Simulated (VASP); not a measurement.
# BN (I-4m2) in VASP: further runs

BN is run at these levels: r2SCAN; tasks: single point.

Everything below comes from runs of VASP 6.6.1. Logs are shortened: lines on timing, memory, paths and dates and some standing lists are left out, and cuts for length are marked.

## (1) The cell of the first run

The structure is tetragonal, space group I-4m2 (No. 119). The conventional cell has a = 2.773 Å, b = 2.773 Å, c = 3.059 Å, α = 90.00°, β = 90.00°, γ = 90.00°. B (site symmetry -4m2) has 4 N at 1.58 Å within 2.1 Å. N (site symmetry -4m2) has 4 B at 1.58 Å within 2.1 Å.

## (2) Single point, r2SCAN

The input, POSCAR:

```
BN
1.0
    0.0000000000      1.9606535414      1.5293097623
    1.9606535414      0.0000000000      1.5293097623
    1.9606535414      1.9606535414      0.0000000000
B N
1 1
Direct
    0.0000000000      0.0000000000      0.0000000000
    0.7500000000      0.7500000000      0.7500000000
```

The input, INCAR.step1:

```
SYSTEM = BN
ALGO = Normal ; EDIFF = 1E-4
ENCUT = 520 ; GGA = PE
ISMEAR = 0 ; LASPH = .TRUE.
LCHARG = .FALSE. ; LREAL = .FALSE.
LWAVE = .TRUE. ; NBANDS = 11
NELM = 80 ; PREC = Accurate
SIGMA = 0.05
```

The input, INCAR.step2:

```
SYSTEM = BN
ALGO = Normal ; EDIFF = 1E-6
ENCUT = 520 ; ISIF = 2
ISMEAR = 0 ; ISTART = 1
LASPH = .TRUE. ; LCHARG = .FALSE.
LMIXTAU = .TRUE. ; LREAL = .FALSE.
LWAVE = .FALSE. ; METAGGA = R2SCAN
NBANDS = 11 ; NELM = 80
PREC = Accurate ; SIGMA = 0.05
```

The input, KPOINTS:

```
k-points
0
G
  12 12 12
  0 0 0
```

Potentials or basis: VASP PAW PBE potentials, release 64 (B, N).

The run is started by

```
> cat potpaw_PBE.64/B/POTCAR potpaw_PBE.64/N/POTCAR > POTCAR
> cp INCAR.step1 INCAR
> mpirun -np 1 vasp_std > vasp.out
> cp INCAR.step2 INCAR
> mpirun -np 1 vasp_std > vasp.out
```

OUTCAR:

```text
SYSTEM = BN
   EDIFF = 1E-6
   ENCUT = 520
   ISIF = 2
   ISMEAR = 0
   ISTART = 1
   LASPH = .TRUE.
   LREAL = .FALSE.
   METAGGA = R2SCAN
   NELM = 80
   PREC = Accurate

 ion  position               nearest neighbor table
   1  0.000  0.000  0.000-   2 1.58   2 1.58   2 1.58   2 1.58
   2  0.750  0.750  0.750-   1 1.58   1 1.58   1 1.58   1 1.58

  LATTYP: Found a body centered tetragonal cell.
 ALAT       =     2.7727828294
 C/A-ratio  =     1.1030865787

  Lattice vectors:

 A1 = (   0.0000000000,  -1.9606535414,  -1.5293097623)
 A2 = (   0.0000000000,   1.9606535414,  -1.5293097623)
 A3 = (   1.9606535414,   0.0000000000,   1.5293097623)

Analysis of symmetry for initial positions (statically):
=====================================================================
 Subroutine PRICEL returns:
 Original cell was already a primitive cell.

 Routine SETGRP: Setting up the symmetry group for a
 body centered tetragonal supercell.

 Subroutine GETGRP returns: Found  8 space group operations
 (whereof  8 operations were pure point group operations)
 out of a pool of 16 trial point group operations.

The static configuration has the point symmetry D_2d.

Analysis of symmetry for dynamics (positions and initial velocities):
=====================================================================
 Subroutine PRICEL returns:
 Original cell was already a primitive cell.

 Routine SETGRP: Setting up the symmetry group for a
 body centered tetragonal supercell.

 Subroutine GETGRP returns: Found  8 space group operations
 (whereof  8 operations were pure point group operations)
 out of a pool of 16 trial point group operations.

The dynamic configuration has the point symmetry D_2d.

 Subroutine INISYM returns: Found  8 space group operations
 (whereof  8 operations are pure point group operations),
 and found     1 'primitive' translations

----------------------------------------------------------------------------------------

                                     Primitive cell

  volume of cell :      11.7578

  direct lattice vectors                    reciprocal lattice vectors
     0.000000000  1.960653541  1.529309762    -0.255017008  0.255017008  0.326944882
     1.960653541  0.000000000  1.529309762     0.255017008 -0.255017008  0.326944882
     1.960653541  1.960653541  0.000000000     0.255017008  0.255017008 -0.326944882

  length of vectors
     2.486553973  2.486553973  2.772782829     0.486785687  0.486785687  0.486785687

  position of ions in fractional coordinates (direct lattice)
     0.000000000  0.000000000  0.000000000
     0.750000000  0.750000000  0.750000000

  ion indices of the primitive-cell ions
   primitive index   ion index
                 1           1
                 2           2

----------------------------------------------------------------------------------------

 KPOINTS: k-points

Automatic generation of k-mesh.
 Grid dimensions read from file:
 generate k-points for:   12   12   12

 Generating k-lattice:

  Cartesian coordinates                     Fractional coordinates (reciprocal lattice)
    -0.021251417  0.021251417  0.027245407     0.083333333  0.000000000  0.000000000
     0.021251417 -0.021251417  0.027245407     0.000000000  0.083333333  0.000000000
     0.021251417  0.021251417 -0.027245407     0.000000000  0.000000000  0.083333333

  Length of vectors
     0.040565474  0.040565474  0.040565474

  Shift w.r.t. Gamma in fractional coordinates (k-lattice)
     0.000000000  0.000000000  0.000000000

 Subroutine IBZKPT returns following result:
 ===========================================

 Found    163 irreducible k-points:

 Following reciprocal coordinates:
            Coordinates               Weight
  0.000000  0.000000  0.000000      1.000000
  0.083333  0.000000  0.000000      8.000000
  0.166667  0.000000  0.000000      8.000000
  0.250000 -0.000000  0.000000      8.000000
  0.333333  0.000000  0.000000      8.000000
  0.416667  0.000000  0.000000      8.000000
[... 16 lines left out ...]
  0.500000  0.166667  0.000000      8.000000
 -0.416667  0.166667  0.000000      8.000000
 [... further k-points ...]
   k-points           NKPTS =    163   k-points in BZ     NKDIM =    163   number of bands    NBANDS=     11
   number of dos      NEDOS =    301   number of ions     NIONS =      2
   total plane-waves  NPLWV =   7776
   dimension x,y,z NGX =    18 NGY =   18 NGZ =   24
   dimension x,y,z NGXF=    36 NGYF=   36 NGZF=   48
   ions per type =               1   1
   NGX,Y,Z   is equivalent  to a cutoff of  12.03, 12.03, 14.39 a.u.
   NGXF,Y,Z  is equivalent  to a cutoff of  24.07, 24.07, 28.78 a.u.
 SYSTEM =  BN
   PREC   = accura    normal or accurate (medium, high low for compatibility)
   ISTART =      1    job   : 0-new  1-cont  2-samecut
   ICHARG =      0    charge: 1-file 2-atom 10-const
   ISPIN  =      1    spin polarized calculation?
   LNONCOLLINEAR =      F non collinear calculations
   LSORBIT =      F    spin-orbit coupling
   LASPH  =      T    aspherical Exc in radial PAW
   ENCUT  =  520.0 eV  38.22 Ry    6.18 a.u.   4.62  4.62  5.16*2*pi/ulx,y,z
   NELM   =     80;   NELMIN=  2; NELMDL=  0     # of ELM steps
   EDIFF  = 0.1E-05   stopping-criterion for ELM
   LREAL  =      F    real-space projection
   EDIFFG = 0.1E-04   stopping-criterion for IOM
   NSW    =      0    number of steps for IOM
   IBRION =     -1    ionic relax: 0-MD 1-quasi-New 2-CG
   NFREE  =      0    steps in history (QN), initial steepest desc. (CG)
   ISIF   =      2    stress and relaxation
   ISYM   =      2    0-nonsym 1-usesym 2-fastsym
   POTIM  = 0.5000    time-step for ionic-motion
   TEBEG  =    0.0;   TEEND  =   0.0 temperature during run
   PSTRESS=    0.0 pullay stress
   NELECT =       8.0000    total number of electrons
   NUPDOWN=      -1.0000    fix difference up-down
   EMIN   =  10.00;   EMAX   =-10.00  energy-range for DOS
   EFERMI =   0.00;   METHOD = LEGACY
   ISMEAR =     0;   SIGMA  =   0.05  broadening in eV -4-tet -1-fermi 0-gaus
   EFERMI_NEDOS =   21; number of points for ismear=-14 and -15
   IALGO  =     38    algorithm
   IMIX   =      4    mixing-type and parameters
     AMIX     =   0.40;   BMIX     =  1.00
     AMIX_MAG =   1.60;   BMIX_MAG =  1.00
  volume/ion in A,a.u.               =       5.88        39.67
  Fermi-wavevector in a.u.,A,eV,Ry     =   1.439889  2.720996 28.208703  2.073281
  Thomas-Fermi vector in A             =   2.558695
   LORBIT       =      0    0 simple, 1 ext, 2 COOP (PROOUT), +10 PAW based schemes
   METAGGA = R2SCAN    functional components
   LHFCALC =     F    Hartree Fock is set to
   AEXX    =    0.0000 exact exchange contribution
   IVDW    =     0    specifies the selected vdW correction
   LEPSILON=     F    determine dielectric tensor
   LRPA    =     F    only Hartree local field effects (RPA)
 non-spin polarized calculation
 Gauss-broadening in eV      SIGMA  =   0.05
  energy-cutoff  :      520.00
  volume of cell :       11.76
 maximum number of plane-waves:       337
   NGX =  9   NGY =  9   NGZ = 11

 number of electron       8.0000000 magnetization

 Free energy of the ion-electron system (eV)
  ---------------------------------------------------
  ext. energy  EPLUGINS =         0.00000000
  ---------------------------------------------------
  free energy    TOTEN  =       -18.40644813 eV

  energy without entropy =      -18.40644813  energy(sigma->0) =      -18.40644813

 E-fermi :   8.9055     XC(G=0): -13.7200

 val. band max:        8.5866147516   @ k =   0.0000   0.0000   0.0000
 cond. band min:      10.3653180729   @ k =   0.5000   0.5000   0.0000
 fundamental gap:      1.7787033212
 Fermi energy:         8.9054663273

 k-point     1 :       0.0000    0.0000    0.0000
  band No.  band energies     occupation
      1     -13.8985      2.00000
      2       6.8343      2.00000
      3       6.8343      2.00000
      4       8.5866      2.00000
      5      16.4405      0.00000
      6      18.1312      0.00000
      7      18.1312      0.00000
      8      18.3037      0.00000
      9      30.2142      0.00000
     10      33.9256      0.00000
     11      33.9256      0.00000

 k-point     2 :       0.0833    0.0000    0.0000
  band No.  band energies     occupation
      1     -13.7154      2.00000
      2       6.2229      2.00000
      3       6.5654      2.00000
      4       8.2367      2.00000
      5      16.2465      0.00000
      6      18.2696      0.00000
      7      18.3029      0.00000
      8      19.1435      0.00000
      9      29.7339      0.00000
     10      31.9943      0.00000
     11      34.3249      0.00000

 k-point     3 :       0.1667    0.0000    0.0000
  band No.  band energies     occupation
      1     -13.1731      2.00000
      2       4.3823      2.00000
      3       5.9059      2.00000
      4       7.7567      2.00000
      5      15.8981      0.00000
      6      18.4207      0.00000
      7      18.9965      0.00000
      8      20.7165      0.00000
      9      29.7293      0.00000
     10      30.8854      0.00000
     11      34.6118      0.00000

 k-point     4 :       0.2500   -0.0000    0.0000
  band No.  band energies     occupation
      1     -12.2981      2.00000
      2       1.9296      2.00000
      3       5.1337      2.00000
      4       7.3776      2.00000
      5      15.5343      0.00000
      6      18.2543      0.00000
      7      19.9564      0.00000
      8      22.3640      0.00000
      9      30.6752      0.00000
     10      31.0032      0.00000
     11      34.8860      0.00000

 k-point     5 :       0.3333    0.0000    0.0000
  band No.  band energies     occupation
      1     -11.1602      2.00000
      2      -0.5501      2.00000
      3       4.4654      2.00000
      4       7.0793      2.00000
      5      15.2113      0.00000
      6      17.8692      0.00000
      7      21.0216      0.00000
      8      23.6705      0.00000
      9      31.0645      0.00000
     10      33.2311      0.00000
     11      35.0018      0.00000
[... 211 lines left out ...]
 k-point    21 :       0.3333    0.1667    0.0000
  band No.  band energies     occupation
      1     -10.7163      2.00000
      2       0.4879      2.00000
      3       3.2104      2.00000
      4       5.6871      2.00000
      5      14.1107      0.00000
      6      19.5873      0.00000
      7      20.2448      0.00000
      8      22.0238      0.00000
      9      32.4619      0.00000
     10      35.1501      0.00000
     11      36.9107      0.00000

 k-point    22 :       0.4167    0.1667    0.0000
  band No.  band energies     occupation
      1      -9.5504      2.00000
      2      -1.6226      2.00000
      3       2.8042      2.00000
      4       5.5352      2.00000
      5      14.2941      0.00000
      6      19.9250      0.00000
      7      20.0532      0.00000
      8      22.4432      0.00000
      9      32.0605      0.00000
     10      36.2731      0.00000
     11      36.9127      0.00000

 k-point    23 :       0.5000    0.1667    0.0000
  band No.  band energies     occupation
      1      -8.7983      2.00000
      2      -2.8063      2.00000
      3       2.7144      2.00000
      4       5.3055      2.00000
      5      14.4390      0.00000
      6      19.8690      0.00000
      7      20.8935      0.00000
      8      22.4499      0.00000
      9      31.3730      0.00000
     10      35.4306      0.00000
     11      36.7771      0.00000

 k-point    24 :      -0.4167    0.1667    0.0000
  band No.  band energies     occupation
      1      -9.1778      2.00000
      2      -2.3112      2.00000
      3       2.9501      2.00000
      4       5.0768      2.00000
      5      14.6002      0.00000
      6      19.8119      0.00000
      7      21.7065      0.00000
      8      22.8919      0.00000
      9      30.0157      0.00000
     10      34.3718      0.00000
     11      34.4855      0.00000

 [... further k-points ...]
[... 5 lines left out ...]
  --------------------------------------------------------------------------------------
  -------------------------------------------------------------------------------------
  Total       -2.7754635     -2.7754635      5.4157528      0.0000000      0.0000000      0.0000000
  in kB     -378.1977361   -378.1977361    737.9760085      0.0000000      0.0000000      0.0000000
  external PRESSURE =      -6.1398213 kB  Pullay stress =       0.0000000 kB

 VOLUME and BASIS-vectors are now :
 -----------------------------------------------------------------------------
  energy-cutoff  :      520.00
  volume of cell :       11.76
      direct lattice vectors                 reciprocal lattice vectors
     0.000000000  1.960653541  1.529309762    -0.255017008  0.255017008  0.326944882
     1.960653541  0.000000000  1.529309762     0.255017008 -0.255017008  0.326944882
     1.960653541  1.960653541  0.000000000     0.255017008  0.255017008 -0.326944882

 POSITION                                       TOTAL-FORCE (eV/Angst)
 -----------------------------------------------------------------------------------
      0.00000      0.00000      0.00000         0.000000      0.000000     -0.000000
      2.94098      2.94098      2.29396        -0.000000     -0.000000      0.000000
 -----------------------------------------------------------------------------------
    total drift:                               -0.000043     -0.000043     -0.000106

  FREE ENERGIE OF THE ION-ELECTRON SYSTEM (eV)
  ---------------------------------------------------
  free  energy   TOTEN  =       -18.4064481342 eV

  energy  without entropy=      -18.4064481342  energy(sigma->0) =      -18.40644813
```

It took 45 s on 1 thread of AMD EPYC 9R45 (Zen 5), shared host; peak memory 0.1 GiB.

What came out:

| Quantity | Value |
| --- | --- |
| Free energy | -18.4064 eV |
| Pressure | -0.6 GPa |
| Band gap on the k mesh | 1.78 eV, indirect (least direct gap 7.85 eV) |

Stress tensor (GPa, compression positive):
```
-37.82   0.00   0.00
  0.00 -37.82   0.00
  0.00   0.00  73.80
```

Caveat: the PAW data sets were made with another functional, which shifts forces and pressure a little.

(Part 1 of 3 ends here.)
